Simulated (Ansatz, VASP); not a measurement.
## SnSe2 in VASP and in Ansatz

```
Sn Se
1.0
     6.47853    0.00000    0.00000
     0.00000    6.47853    0.00000
     0.00000    0.00000    3.97612
Sn Se
2 4
Cartesian
  3.2393 3.2393 1.9881
  0.0000 0.0000 0.0000
  1.2515 5.2270 1.9881
  5.2270 1.2515 1.9881
  1.9877 1.9877 0.0000
  4.4908 4.4908 0.0000
```

Alike in both runs: functional r2SCAN; k mesh 6 × 6 × 10; occupations gaussian, width 0.1 eV; no spin polarisation.

Ansatz relaxed the structure, and its values are those at the end. VASP's run is a single point on that final structure, the one shown.

```csv
,VASP,Ansatz
version,VASP 6.6.1,Ansatz 0.2.0
potentials or method,"VASP PAW PBE potentials, release 64 (Sn_d, Se), cutoff 520 eV","scalar-relativistic, plane waves, PAW"
valence electrons in the cell,52,92
```

```csv
,VASP,Ansatz,Ansatz less VASP
gap on the k mesh at the Fermi level (eV),none,none,-
pressure (GPa),0.0,0.0,-0.01
```

VASP's potentials were made for PBE, not for r2SCAN. A gap of «none» marks a metal or a gap that the smearing closes. VASP's potentials hold 52 valence electrons a cell and Ansatz's 92, so a difference there can come from the potentials and not from the codes.
